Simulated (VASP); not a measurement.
A run of VASP 6.6.1 is set up as follows.

Contents of INCAR:

```
SYSTEM = NaOs12
  PREC = Accurate
  ENCUT = 520
  EDIFF = 1E-6
  ISMEAR = 0
  SIGMA = 0.05
  LREAL = .FALSE.
  LASPH = .TRUE.
  NELM = 120
  ALGO = Normal
  ISIF = 2
  LWAVE = .FALSE.
  LCHARG = .FALSE.
  GGA = CA
  NBANDS = 64
  GGA_COMPAT = .FALSE.
```

KPOINTS

```
regular mesh
0
G
  4 3 4
  0 0 0
```

POSCAR

```
NaOs12
1.0
    5.4800000000      0.0000000000      0.0000000000
   -4.1100000000      7.1187290000      0.0000000000
    0.0000000000      0.0000000000      4.3264600000
Os Na
12 1
Direct
   -0.0235220609     -0.0045182223     -0.0345457949
    0.1501650090      0.2330548051      0.5152473385
    0.0049703695      0.3390911496      0.0221645410
    0.1883429760      0.5614521918      0.4940473274
   -0.0113914220      0.6594598558      0.0250151394
    0.1008770137      0.8350206898      0.5431861152
    0.5108922562     -0.0121966997     -0.0920045488
    0.7284342575      0.2744578421      0.5444855609
    0.4963784570      0.3498583806     -0.0117974048
    0.6410247184      0.5510641015      0.4931974409
    0.5047326057      0.6720755910     -0.0008683774
    0.6687533552      0.8958964444      0.4544262515
    0.3677608702      0.0797670483      0.2944830184
```

Potentials or basis: VASP PAW LDA potentials, release 64 (Os, Na_pv).

Run with:

```bash
$ cat potpaw_LDA.64/Os/POTCAR potpaw_LDA.64/Na_pv/POTCAR > POTCAR
$ mpirun -np 1 vasp_std > vasp.out
```

Question: Predict the pressure.

Answer: 36.0 GPa.

Question: What does it give for the band gap on the k mesh?

Answer: Zero (an odd number of electrons rules out a gap without spin polarisation).

Question: Predict the largest force.

Answer: 0.033 eV/Å.

Forces in eV/Å, atoms in the order of the input:
```
Os  -0.005 -0.004 -0.013
Os  -0.003 -0.015  0.013
Os   0.003 -0.017 -0.001
Os   0.009 -0.006 -0.022
Os  -0.001  0.009 -0.003
Os   0.013  0.029  0.008
Os  -0.005 -0.001  0.003
Os  -0.020 -0.019 -0.003
Os   0.002 -0.002 -0.014
Os   0.007  0.016 -0.008
Os  -0.002  0.016  0.020
Os  -0.019  0.007  0.002
Na   0.021 -0.014  0.017
```

Caveat: the k points lie up to 0.36 Å⁻¹ apart, too coarse for converged energies and pressures of a metal; spin-orbit coupling is left out, which moves the levels of the heavy elements.
